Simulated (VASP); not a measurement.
Here is a VASP 6.6.1 calculation.

Contents of POSCAR:

```
In2O3
1.0
    2.7538210395      1.5899193185      4.8543401699
   -2.7538210395      1.5899193185      4.8543401699
    0.0000000000     -3.1798386370      4.8543401699
In O
4 6
Direct
    0.8570396725      0.8570396725      0.8570396725
    0.3570396725      0.3570396725      0.3570396725
    0.1429603275      0.1429603275      0.1429603275
    0.6429603275      0.6429603275      0.6429603275
    0.4533861654      0.0466138346      0.7500000000
    0.0466138346      0.7500000000      0.4533861654
    0.5466138346      0.9533861654      0.2500000000
    0.2500000000      0.5466138346      0.9533861654
    0.9533861654      0.2500000000      0.5466138346
    0.7500000000      0.4533861654      0.0466138346
```

Contents of INCAR.step1:

```
SYSTEM = In2O3
PREC     = Accurate       ! precision mode
ENCUT    = 520            ! plane-wave cutoff, eV
ISMEAR   = 0              ! smearing method
SIGMA    = 0.01           ! smearing width, eV
LREAL    = .FALSE.        ! projectors in reciprocal space
LASPH    = .TRUE.         ! aspherical terms in the spheres
NELM     = 80             ! most SCF steps
NBANDS   = 55             ! bands
GGA      = PE             ! functional
ALGO     = Normal         ! electronic algorithm
EDIFF    = 1E-4           ! SCF threshold, eV
LWAVE    = .TRUE.         ! write WAVECAR
LCHARG   = .FALSE.        ! write CHGCAR
```

File INCAR.step2:

```
SYSTEM = In2O3
PREC     = Accurate       ! precision mode
ENCUT    = 520            ! plane-wave cutoff, eV
EDIFF    = 1E-7           ! SCF threshold, eV
ISMEAR   = 0              ! smearing method
SIGMA    = 0.01           ! smearing width, eV
LREAL    = .FALSE.        ! projectors in reciprocal space
LASPH    = .TRUE.         ! aspherical terms in the spheres
NELM     = 80             ! most SCF steps
ALGO     = Normal         ! electronic algorithm
ISIF     = 2              ! what is computed and relaxed
LWAVE    = .FALSE.        ! write WAVECAR
LCHARG   = .FALSE.        ! write CHGCAR
METAGGA  = R2SCAN         ! meta-GGA
LMIXTAU  = .TRUE.       
NBANDS   = 55             ! bands
ISTART   = 1
```

File KPOINTS:

```
Automatic mesh
0
G
  6 6 6
  0 0 0
```

Potentials or basis: VASP PAW PBE potentials, release 64 (In_d, O).

Run with:

```bash
$ cat potpaw_PBE.64/In_d/POTCAR potpaw_PBE.64/O/POTCAR > POTCAR
$ cp INCAR.step1 INCAR
$ mpirun -np 1 vasp_std > vasp.out
$ cp INCAR.step2 INCAR
$ mpirun -np 1 vasp_std > vasp.out
```

Question: Predict the largest force.

Answer: 0.024 eV/Å.

Question: Estimate the pressure.

Answer: 1.1 GPa.

Question: Estimate the band gap on the k mesh.

Answer: 1.81 eV (least direct gap 1.85 eV).

Forces in eV/Å, atoms in the order of the input:
```
In   0.000  0.000  0.024
In   0.000  0.000  0.024
In   0.000  0.000 -0.024
In   0.000  0.000 -0.024
O   -0.005  0.000  0.000
O    0.003  0.004  0.000
O    0.005  0.000  0.000
O   -0.003  0.004  0.000
O   -0.003 -0.004  0.000
O    0.003 -0.004  0.000
```

Caveat: the PAW data sets were made with another functional, which shifts forces and pressure a little; spin-orbit coupling is left out, which moves the levels of the heavy elements. A k mesh can miss the band edges.
